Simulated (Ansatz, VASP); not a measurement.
# One calculation of Hf4F, two programs

INCAR

```
SYSTEM = Hf4F
PREC = Accurate ; ENCUT = 520
EDIFF = 1E-7 ; ISMEAR = 0
SIGMA = 0.1 ; LREAL = .False.
LASPH = .True. ; NELM = 100
ALGO = Normal ; ISIF = 2
LWAVE = .False. ; LCHARG = .False.
LDIPOL = .True. ; IDIPOL = 3
DIPOL = 0.5 0.5 0.366 ; GGA = PE
NBANDS = 32
```

The input KPOINTS:

```
Automatic mesh
0
Gamma
  9 9 1
  0 0 0
```

The input POSCAR:

```
Hf4F
1.0
    3.2048170381      0.0000000000      0.0000000000
   -1.6024085190      2.7754529695      0.0000000000
    0.0000000000      0.0000000000     24.5281466259
Hf F
4 1
Direct
    0.6666666667      0.3333333333      0.1630779553
    0.3333333333      0.6666666667      0.2663815885
    0.6666666667      0.3333333333      0.3732987945
    0.3333333333      0.6666666667      0.4699966451
    0.4444444444      0.5555555556      0.5552048768
```

Input for Ansatz:

```yaml
crystal:
  lattice:
    - [3.2048170381, 0.0, 0.0]
    - [-1.602408519, 2.7754529695, 0.0]
    - [0.0, 0.0, 24.5281466259]
  atoms:
    - { symbol: Hf, position: [0.6666666667, 0.3333333333, 0.1630779553] }
    - { symbol: Hf, position: [0.3333333333, 0.6666666667, 0.2663815885] }
    - { symbol: Hf, position: [0.6666666667, 0.3333333333, 0.3732987945] }
    - { symbol: Hf, position: [0.3333333333, 0.6666666667, 0.4699966451] }
    - { symbol: F, position: [0.4444444444, 0.5555555556, 0.5552048768] }
basis:
  ecutwfc: 420
kpoints:
  mp_grid: { grid: [9, 9, 1] }
hamiltonian:
  xc: pbe
scf:
  occupations: { method: gaussian, width: 0.1 }
output:
  forces: true
  eigenvalues: true
efield:
  axis: 3
  dipole_correction: true
  ramp_width: 0.04
```

Alike in both runs: task single point; functional PBE; k mesh 9 × 9 × 1; occupations gaussian, width 0.1 eV; no spin polarisation.

|  | VASP | Ansatz |
| --- | --- | --- |
| version | VASP 6.6.1 | Ansatz 0.2.0 |
| potentials or method | VASP PAW PBE potentials, release 64 (Hf_pv, F), cutoff 520 eV | scalar-relativistic, plane waves, PAW |
| valence electrons in the cell | 47 | 111 |

```csv
,VASP,Ansatz,Ansatz less VASP
gap on the k mesh at the Fermi level (eV),none,none,-
rms of the force components (eV/Å),1.550,1.533,-0.0167
```

Atom by atom the forces differ by 0.023 eV/Å (rms over components). A gap of «none» marks a metal or a gap that the smearing closes. VASP's potentials hold 47 valence electrons a cell and Ansatz's 111, so a difference there can come from the potentials and not from the codes.

Neither program's run includes spin-orbit coupling.
